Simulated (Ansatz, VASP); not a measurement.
## One calculation of Ca, two programs

File INCAR:

```
PREC = Accurate ; ENCUT = 520
EDIFF = 1E-6 ; ISMEAR = 0
SIGMA = 0.15 ; LREAL = False
LASPH = True ; NELM = 100
ALGO = Normal ; ISIF = 2
LWAVE = False ; LCHARG = False
GGA = PS ; NBANDS = 11
```

KPOINTS

```
regular mesh
0
Gamma
  14 14 14
```

File POSCAR:

```
Ca
1.0
    0.0000000000      2.7942000000      2.7942000000
    2.7383160000      0.0000000000      2.7942000000
    2.7383160000      2.7942000000      0.0000000000
Ca
1
Direct
    0.0000000000      0.0000000000      0.0000000000
```

Input for Ansatz:

```yaml
crystal:
  lattice:
    - [0.0, 2.7942, 2.7942]
    - [2.738316, 0.0, 2.7942]
    - [2.738316, 2.7942, 0.0]
  atoms:
    - { symbol: Ca, position: [0.0, 0.0, 0.0] }
basis:
  ecutwfc: 420
kpoints:
  mp_grid: { grid: [14, 14, 14] }
hamiltonian:
  xc: pbesol
scf:
  occupations: { method: gaussian, width: 0.15 }
output:
  forces: true
  stress: true
  eigenvalues: true
```

Change from the starting cell: strain -0.0200 x Voigt [1, 0, 0, 0, 0, 0], atoms carried along.

Alike in both runs: task single point; functional PBEsol; k mesh 14 × 14 × 14; occupations gaussian, width 0.15 eV; no spin polarisation.

|  | VASP | Ansatz |
| --- | --- | --- |
| version | VASP 6.6.1 | Ansatz 0.2.0 |
| potentials or method | VASP PAW PBE potentials, release 64 (Ca_sv), cutoff 520 eV | scalar-relativistic, plane waves, PAW |
| valence electrons in the cell | 10 | 10 |

```csv
,VASP,Ansatz,Ansatz less VASP
gap on the k mesh at the Fermi level (eV),none,none,-
pressure (GPa),-0.9,-0.9,+0.01
"traceless stress, the component that is largest in VASP (GPa)",0.09,0.09,0.000
```

VASP's potentials were made for PBE, not for PBEsol. A gap of «none» marks a metal or a gap that the smearing closes.
